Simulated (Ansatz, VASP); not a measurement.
**Two plane-wave programs on Si2GeP3**

```
Si Ge P
1.0
    -2.44917    2.44917    4.39322
     2.44917   -2.44917    4.39322
     2.44917    2.44917   -4.39322
Si Ge P
2 1 3
Direct
  0.75000 0.25000 0.50000
  0.25000 0.75000 0.50000
  0.50000 0.50000 0.00000
  0.50000 0.00000 0.50000
  0.00000 0.50000 0.50000
  0.00000 0.00000 0.00000
```

Alike in both runs: task relaxation of cell and atoms; functional PBE; k mesh 6 × 6 × 6; occupations gaussian, width 0.1 eV; no spin polarisation.

|  | VASP | Ansatz |
| --- | --- | --- |
| version | VASP 6.6.1 | Ansatz 0.2.0 |
| potentials or method | VASP PAW PBE potentials, release 64 (Si, Ge_d, P), cutoff 600 eV | scalar-relativistic, plane waves, PAW |
| valence electrons in the cell | 37 | 37 |

VASP gave:

```
gap on the k mesh at the Fermi level, each at its own relaxed structure (eV) : none
relaxed volume (Å³/atom)                                                     : 18.49
relaxed cell length with the largest relative difference (Å)                 : 5.871
```

**Question.** What did Ansatz give for the same quantities?

**Answer.** gap on the k mesh at the Fermi level, each at its own relaxed structure (eV): none; relaxed volume (Å³/atom): 18.48; relaxed cell length with the largest relative difference (Å): 5.875.

A gap of «none» marks a metal or a gap that the smearing closes.
